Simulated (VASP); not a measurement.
# Zr (P6_3/mmc) in VASP: notebook, part 2 of 2

VASP 6.6.1. Earlier steps stand in the parts before.

### 3 Single point, LDA (volume scaled by 0.5)

The input, INCAR:

```
ALGO = Normal
EDIFF = 1E-6
ENCUT = 520
ISIF = 2
ISMEAR = -1
LASPH = T
LCHARG = T
LELF = T
LREAL = F
LVHAR = T
LWAVE = F
NBANDS = 19
NELM = 80
PREC = Accurate
SIGMA = 0.1
```

The input, KPOINTS:

```
k-points
0
Gamma
  14 14 8
```

The input, POSCAR:

```
Zr
1.0
    2.4120789853      0.0000000000      0.0000000000
   -1.2060394926      2.0889216772      0.0000000000
    0.0000000000      0.0000000000      4.3253072658
Zr
2
Direct
    0.3333333333      0.6666666667      0.2500000000
    0.6666666667      0.3333333333      0.7500000000
```

Potentials or basis: VASP PAW LDA potentials, release 64 (Zr_sv).

On the command line:

```
cat potpaw_LDA.64/Zr_sv/POTCAR > POTCAR
mpirun -np 1 vasp_std > vasp.out
```

OUTCAR:

```text
EDIFF = 1E-6
   ENCUT = 520
   ISIF = 2
   ISMEAR = -1
   LASPH = T
   LREAL = F
   NELM = 80
   PREC = Accurate

 ion  position               nearest neighbor table
   1  0.333  0.667  0.250-   2 2.57   2 2.57   2 2.57   2 2.57   2 2.57   2 2.57   2 3.53   2 3.53
                             2 3.53   2 3.53   2 3.53   2 3.53
   2  0.667  0.333  0.750-   1 2.57   1 2.57   1 2.57   1 2.57   1 2.57   1 2.57   1 3.53   1 3.53
                             1 3.53   1 3.53   1 3.53   1 3.53

  LATTYP: Found a hexagonal cell.
 ALAT       =     2.4120789853
 C/A-ratio  =     1.7931864139

  Lattice vectors:

 A1 = (   2.4120789853,   0.0000000000,   0.0000000000)
 A2 = (  -1.2060394926,   2.0889216772,   0.0000000000)
 A3 = (   0.0000000000,   0.0000000000,   4.3253072658)

Analysis of symmetry for initial positions (statically):
=====================================================================
 Subroutine PRICEL returns:
 Original cell was already a primitive cell.

 Routine SETGRP: Setting up the symmetry group for a
 hexagonal supercell.

 Subroutine GETGRP returns: Found 24 space group operations
 (whereof 12 operations were pure point group operations)
 out of a pool of 24 trial point group operations.

The static configuration has the point symmetry D_3d.
 The point group associated with its full space group is D_6h.

Analysis of symmetry for dynamics (positions and initial velocities):
=====================================================================
 Subroutine PRICEL returns:
 Original cell was already a primitive cell.

 Routine SETGRP: Setting up the symmetry group for a
 hexagonal supercell.

 Subroutine GETGRP returns: Found 24 space group operations
 (whereof 12 operations were pure point group operations)
 out of a pool of 24 trial point group operations.

The dynamic configuration has the point symmetry D_3d.
 The point group associated with its full space group is D_6h.

 Subroutine INISYM returns: Found 24 space group operations
 (whereof 12 operations are pure point group operations),
 and found     1 'primitive' translations

----------------------------------------------------------------------------------------

                                     Primitive cell

  volume of cell :      21.7937

  direct lattice vectors                    reciprocal lattice vectors
     2.412078985  0.000000000  0.000000000     0.414580122  0.239357945  0.000000000
    -1.206039493  2.088921677  0.000000000     0.000000000  0.478715890  0.000000000
     0.000000000  0.000000000  4.325307266     0.000000000  0.000000000  0.231197448

  length of vectors
     2.412078985  2.412078985  4.325307266     0.478715890  0.478715890  0.231197448

  position of ions in fractional coordinates (direct lattice)
     0.333333333  0.666666667  0.250000000
     0.666666667  0.333333333  0.750000000

  ion indices of the primitive-cell ions
   primitive index   ion index
                 1           1
                 2           2

----------------------------------------------------------------------------------------

 KPOINTS: k-points

Automatic generation of k-mesh.
 Grid dimensions read from file:
 generate k-points for:   14   14    8

 Generating k-lattice:

  Cartesian coordinates                     Fractional coordinates (reciprocal lattice)
     0.029612866  0.017096996  0.000000000     0.071428571  0.000000000  0.000000000
     0.000000000  0.034193992  0.000000000     0.000000000  0.071428571  0.000000000
     0.000000000  0.000000000  0.028899681     0.000000000  0.000000000  0.125000000

  Length of vectors
     0.034193992  0.034193992  0.028899681

  Shift w.r.t. Gamma in fractional coordinates (k-lattice)
     0.000000000  0.000000000  0.000000000

 Subroutine IBZKPT returns following result:
 ===========================================

 Found    120 irreducible k-points:

 Following reciprocal coordinates:
            Coordinates               Weight
  0.000000  0.000000  0.000000      1.000000
  0.071429  0.000000  0.000000      6.000000
  0.142857  0.000000  0.000000      6.000000
  0.214286  0.000000  0.000000      6.000000
  0.285714 -0.000000  0.000000      6.000000
  0.357143  0.000000  0.000000      6.000000
[... 16 lines left out ...]
  0.285714  0.285714  0.000000      6.000000
  0.357143  0.285714  0.000000      6.000000
 [... further k-points ...]
   k-points           NKPTS =    120   k-points in BZ     NKDIM =    120   number of bands    NBANDS=     19
   number of dos      NEDOS =    301   number of ions     NIONS =      2
   total plane-waves  NPLWV =  10368
   dimension x,y,z NGX =    18 NGY =   18 NGZ =   32
   dimension x,y,z NGXF=    36 NGYF=   36 NGZF=   64
   ions per type =               2
   NGX,Y,Z   is equivalent  to a cutoff of  12.41, 12.41, 12.30 a.u.
   NGXF,Y,Z  is equivalent  to a cutoff of  24.81, 24.81, 24.60 a.u.
 SYSTEM =  unknown system
   PREC   = accura    normal or accurate (medium, high low for compatibility)
   ISTART =      0    job   : 0-new  1-cont  2-samecut
   ICHARG =      2    charge: 1-file 2-atom 10-const
   ISPIN  =      1    spin polarized calculation?
   LNONCOLLINEAR =      F non collinear calculations
   LSORBIT =      F    spin-orbit coupling
   LASPH  =      T    aspherical Exc in radial PAW
   ENCUT  =  520.0 eV  38.22 Ry    6.18 a.u.   4.48  4.48  8.04*2*pi/ulx,y,z
   NELM   =     80;   NELMIN=  2; NELMDL= -5     # of ELM steps
   EDIFF  = 0.1E-05   stopping-criterion for ELM
   LREAL  =      F    real-space projection
   EDIFFG = 0.1E-04   stopping-criterion for IOM
   NSW    =      0    number of steps for IOM
   IBRION =     -1    ionic relax: 0-MD 1-quasi-New 2-CG
   NFREE  =      0    steps in history (QN), initial steepest desc. (CG)
   ISIF   =      2    stress and relaxation
   ISYM   =      2    0-nonsym 1-usesym 2-fastsym
   POTIM  = 0.5000    time-step for ionic-motion
   TEBEG  =    0.0;   TEEND  =   0.0 temperature during run
   PSTRESS=    0.0 pullay stress
   NELECT =      24.0000    total number of electrons
   NUPDOWN=      -1.0000    fix difference up-down
   EMIN   =  10.00;   EMAX   =-10.00  energy-range for DOS
   EFERMI =   0.00;   METHOD = LEGACY
   ISMEAR =    -1;   SIGMA  =   0.10  broadening in eV -4-tet -1-fermi 0-gaus
   EFERMI_NEDOS =   21; number of points for ismear=-14 and -15
   IALGO  =     38    algorithm
   IMIX   =      4    mixing-type and parameters
     AMIX     =   0.40;   BMIX     =  1.00
     AMIX_MAG =   1.60;   BMIX_MAG =  1.00
  volume/ion in A,a.u.               =      10.90        73.54
  Fermi-wavevector in a.u.,A,eV,Ry     =   1.690577  3.194728 38.886152  2.858052
  Thomas-Fermi vector in A             =   2.772499
   LORBIT       =      0    0 simple, 1 ext, 2 COOP (PROOUT), +10 PAW based schemes
   GGA     = CA    functional components
   LHFCALC =     F    Hartree Fock is set to
   AEXX    =    0.0000 exact exchange contribution
   IVDW    =     0    specifies the selected vdW correction
   LEPSILON=     F    determine dielectric tensor
   LRPA    =     F    only Hartree local field effects (RPA)
 non-spin polarized calculation
  energy-cutoff  :      520.00
  volume of cell :       21.79
 maximum number of plane-waves:       604
 NGX is ok and might be reduce to    18

 number of electron      24.0000000 magnetization

 Free energy of the ion-electron system (eV)
  ---------------------------------------------------
  ext. energy  EPLUGINS =         0.00000000
  ---------------------------------------------------
  free energy    TOTEN  =        -9.69731711 eV

  energy without entropy =       -9.66560648  energy(sigma->0) =       -9.68146180

 E-fermi :  20.3712     XC(G=0): -15.2408

 val. band max:       20.3668666439   @ k =   0.0714   0.0714   0.3750
 cond. band min:      20.3888937688   @ k =   0.2857   0.2143   0.3750
 fundamental gap:      0.0220271250
 Fermi energy:        20.3712128481

 k-point     1 :       0.0000    0.0000    0.0000
  band No.  band energies     occupation
      1     -29.5762      2.00000
      2     -28.0340      2.00000
      3     -10.0364      2.00000
      4      -3.6824      2.00000
      5      -3.1450      2.00000
      6      -3.1450      2.00000
[... 11 lines left out ...]
     18      27.1553      0.00000
     19      29.5564      0.00000
[... 485 lines left out ...]
 k-point    24 :       0.3571    0.2857    0.0000
  band No.  band energies     occupation
      1     -26.7887      2.00000
      2     -26.6434      2.00000
      3      -8.9675      2.00000
      4      -8.1409      2.00000
      5      -7.8370      2.00000
      6      -6.8472      2.00000
[... 11 lines left out ...]
     18      28.3027      0.00000
     19      33.9425      0.00000

 [... further k-points ...]
[... 5 lines left out ...]
  --------------------------------------------------------------------------------------
  -------------------------------------------------------------------------------------
  Total       30.7848545     30.7848545     30.6027213      0.0000000      0.0000000      0.0000000
  in kB     2263.1692882   2263.1692882   2249.7796438      0.0000001      0.0000000      0.0000000
  external PRESSURE =    2258.7060734 kB  Pullay stress =       0.0000000 kB

 VOLUME and BASIS-vectors are now :
 -----------------------------------------------------------------------------
  energy-cutoff  :      520.00
  volume of cell :       21.79
      direct lattice vectors                 reciprocal lattice vectors
     2.412078985  0.000000000  0.000000000     0.414580122  0.239357945  0.000000000
    -1.206039493  2.088921677  0.000000000     0.000000000  0.478715890  0.000000000
     0.000000000  0.000000000  4.325307266     0.000000000  0.000000000  0.231197448

 POSITION                                       TOTAL-FORCE (eV/Angst)
 -----------------------------------------------------------------------------------
     -0.00000      1.39261      1.08133        -0.000000     -0.000000      0.000000
      1.20604      0.69631      3.24398         0.000000      0.000000      0.000000
 -----------------------------------------------------------------------------------
    total drift:                                0.000000     -0.000000      0.000000

  FREE ENERGIE OF THE ION-ELECTRON SYSTEM (eV)
  ---------------------------------------------------
  free  energy   TOTEN  =        -9.6973171112 eV

  energy  without entropy=       -9.6656064813  energy(sigma->0) =       -9.68146180
```

stdout:

```text
POSCAR found type information on POSCAR Zr
 POSCAR found :  1 types and       2 ions
 scaLAPACK will be used
 LDA part: xc-table for (Slater(with rela. corr.)+CA(PZ))
 , standard interpolation
 POSCAR, INCAR and KPOINTS ok, starting setup
 FFT: planning ... GRIDC
 FFT: planning ... GRID_SOFT
 FFT: planning ... GRID
 WAVECAR not read
 entering main loop
```

Wall time 16 s (1 thread of Intel Xeon 6975P-C (Granite Rapids), shared host); peak memory 0.15 GiB.

Results:

| Quantity | Value |
| --- | --- |
| Free energy | -9.6973 eV |
| Pressure | 225.9 GPa |
| Band gap on the k mesh | zero (band 12 reaches 21.15 eV, above the bottom of band 13 at 19.51 eV) |

Stress tensor (GPa, compression positive):
```
226.32   0.00   0.00
  0.00 226.32   0.00
  0.00   0.00 224.98
```

Caveat: the cell differs from its parent crystal (volume scaled by 0.5).

### 4 Single point, LDA

This run uses another cell than the first one, of 13.08 Å³/atom, 1.200 times its volume.

The input, INCAR:

```
ALGO = Normal ; EDIFF = 1E-7
ENCUT = 520 ; ISIF = 2
ISMEAR = -1 ; LASPH = T
LCHARG = F ; LREAL = F
LWAVE = F ; NBANDS = 19
NELM = 100 ; PREC = Accurate
SIGMA = 0.1
```

KPOINTS is that of step 3.

The input, POSCAR:

```
Zr
1.0
    2.5551421307      0.0000000000      0.0000000000
   -1.2775710654      2.2128179955      0.0000000000
    0.0000000000      0.0000000000      4.6254195849
Zr
2
Direct
    0.3333333333      0.6666666667      0.2500000000
    0.6666666667      0.3333333333      0.7500000000
```

On the command line:

```
cat potpaw_LDA.64/Zr_sv/POTCAR > POTCAR
mpirun -np 1 vasp_std > vasp.out
```

Run time: 22 s. Hardware: 1 thread of Intel Xeon 6975P-C (Granite Rapids), shared host; peak memory 0.16 GiB.

Results (log left out):

- Free energy: -14.2161 eV
- Pressure: 119.0 GPa
- Band gap on the k mesh: zero (band 12 reaches 17.85 eV, above the bottom of band 13 at 16.24 eV)

Stress tensor (GPa, compression positive):
```
119.10   0.00   0.00
  0.00 119.10   0.00
  0.00   0.00 118.93
```

Levels at points of the mesh, in eV from the Fermi level:
| k point | band 9 | band 10 | band 11 | band 12 | band 13 | band 14 | band 15 | band 16 |
| --- | --- | --- | --- | --- | --- | --- | --- | --- |
| (0.00, 0.00, 0.00) | -5.03 | -3.91 | -0.83 | 1.07 | 1.07 | 1.98 | 1.98 | 4.37 |
| (0.50, 0.00, 0.00) | -5.25 | -4.77 | -3.64 | 0.31 | 1.42 | 1.98 | 2.93 | 9.05 |
| (0.00, 0.00, 0.50) | -3.16 | -3.16 | -0.07 | -0.07 | 1.17 | 1.17 | 1.17 | 1.17 |
| (0.50, 0.00, 0.50) | -5.11 | -5.11 | -3.45 | -3.45 | 4.21 | 4.21 | 5.32 | 5.32 |

### 5 Single point, LDA

The input, INCAR:

```
SYSTEM = Zr
PREC     = Accurate       ! precision mode
ENCUT    = 520            ! plane-wave cutoff, eV
EDIFF    = 1E-7           ! SCF threshold, eV
ISMEAR   = -1             ! smearing method
SIGMA    = 0.1            ! smearing width, eV
LREAL    = .FALSE.        ! projectors in reciprocal space
LASPH    = .TRUE.         ! aspherical terms in the spheres
NELM     = 80             ! most SCF steps
ALGO     = Normal         ! electronic algorithm
ISIF     = 2              ! what is computed and relaxed
LWAVE    = .FALSE.        ! write WAVECAR
LCHARG   = .TRUE.         ! write CHGCAR
GGA      = CA             ! functional
LELF     = .TRUE.         ! ELF
LVHAR    = .TRUE.       
NBANDS   = 19             ! bands
```

The input, KPOINTS:

```
Automatic mesh
0
G
  14 14 8
  0 0 0
```

POSCAR is that of step 4.

On the command line:

```
cat potpaw_LDA.64/Zr_sv/POTCAR > POTCAR
mpirun -np 1 vasp_std > vasp.out
```

It took 22 s on 1 thread of Intel Xeon 6975P-C (Granite Rapids), shared host; peak memory 0.16 GiB.

It converged, with:

```yaml
Free_energy: -14.2161 eV
Pressure: 119.0 GPa
Band_gap_on_the_k_mesh: zero (band 12 reaches 17.85 eV, above the bottom of band 13 at 16.24 eV)
```

Stress tensor (GPa, compression positive):
```
119.10   0.00   0.00
  0.00 119.10   0.00
  0.00   0.00 118.93
```

Levels at points of the mesh, in eV from the Fermi level:
```csv
k point,band 8,band 9,band 10,band 11,band 12,band 13,band 14,band 15,band 16,band 17
"(0.00, 0.00, 0.00)",-23.69,-5.03,-3.91,-0.83,1.07,1.07,1.98,1.98,4.37,4.92
"(0.50, 0.00, 0.00)",-24.59,-5.25,-4.77,-3.64,0.31,1.42,1.98,2.93,9.05,10.77
"(0.00, 0.00, 0.50)",-23.87,-3.16,-3.16,-0.07,-0.07,1.17,1.17,1.17,1.17,7.26
"(0.50, 0.00, 0.50)",-24.96,-5.11,-5.11,-3.45,-3.45,4.21,4.21,5.32,5.32,10.42
```

### 6 Single point, LDA

This run uses another cell than the first one, of 15.26 Å³/atom, 1.400 times its volume.

The input, INCAR:

```
  PREC = Accurate
  ENCUT = 520
  EDIFF = 1E-6
  ISMEAR = -1
  SIGMA = 0.1
  LREAL = False
  LASPH = True
  NELM = 60
  ALGO = Normal
  ISIF = 2
  LWAVE = False
  LCHARG = False
  GGA = CA
  NBANDS = 19
```

The input, KPOINTS:

```
regular mesh
0
Gamma
  14 14 8
```

The input, POSCAR:

```
Zr
1.0
    2.6932068994      0.0000000000      0.0000000000
   -1.3466034497      2.3323855925      0.0000000000
    0.0000000000      0.0000000000      4.8572293851
Zr
2
Direct
    0.3333333333      0.6666666667      0.2500000000
    0.6666666667      0.3333333333      0.7500000000
```

Potentials or basis: VASP PAW LDA potentials, release 64 (Zr_sv).

On the command line:

```
cat potpaw_LDA.64/Zr_sv/POTCAR > POTCAR
mpirun -np 1 vasp_std > vasp.out
```

It took 19 s on 1 thread of Intel Xeon 6975P-C (Granite Rapids), shared host; peak memory 0.16 GiB.

Results (log left out):

```
Free energy            : -16.6164 eV
Pressure               : 62.8 GPa
Band gap on the k mesh : zero (band 12 reaches 15.40 eV, above the bottom of band 13 at 13.98 eV)
```

Levels at points of the mesh, in eV from the Fermi level:
| k point | band 8 | band 9 | band 10 | band 11 | band 12 | band 13 | band 14 | band 15 | band 16 | band 17 |
| --- | --- | --- | --- | --- | --- | --- | --- | --- | --- | --- |
| (0.00, 0.00, 0.00) | -24.36 | -5.51 | -3.71 | -0.43 | 1.18 | 1.18 | 1.95 | 1.95 | 2.86 | 4.43 |
| (0.50, 0.00, 0.00) | -24.98 | -4.30 | -3.90 | -3.24 | 0.33 | 1.52 | 1.74 | 2.04 | 7.84 | 9.20 |
| (0.00, 0.00, 0.50) | -24.48 | -3.57 | -3.57 | -0.40 | -0.40 | 1.27 | 1.27 | 1.27 | 1.27 | 6.36 |
| (0.50, 0.00, 0.50) | -25.22 | -4.34 | -4.34 | -2.65 | -2.65 | 3.84 | 3.84 | 4.26 | 4.26 | 8.55 |

### 7 Summary

```csv
cell,gap on the mesh (eV),pressure (GPa)
"a = 2.412, b = 2.412, c = 4.325 Å, angles 90.0, 90.0, 120.0°, 2 atoms",none,225.9
"a = 2.555, b = 2.555, c = 4.625 Å, angles 90.0, 90.0, 120.0°, 2 atoms",none,119.0
"a = 2.693, b = 2.693, c = 4.857 Å, angles 90.0, 90.0, 120.0°, 2 atoms",none,62.8
```

Alike in all rows: task single point; level LDA; potentials or basis VASP PAW LDA potentials, release 64 (Zr_sv); no spin polarisation; k mesh 14 × 14 × 8; cutoff (eV) 520; smearing fermi-dirac 0.1 eV.

Absolute energies hang on the potentials; compare differences alone.
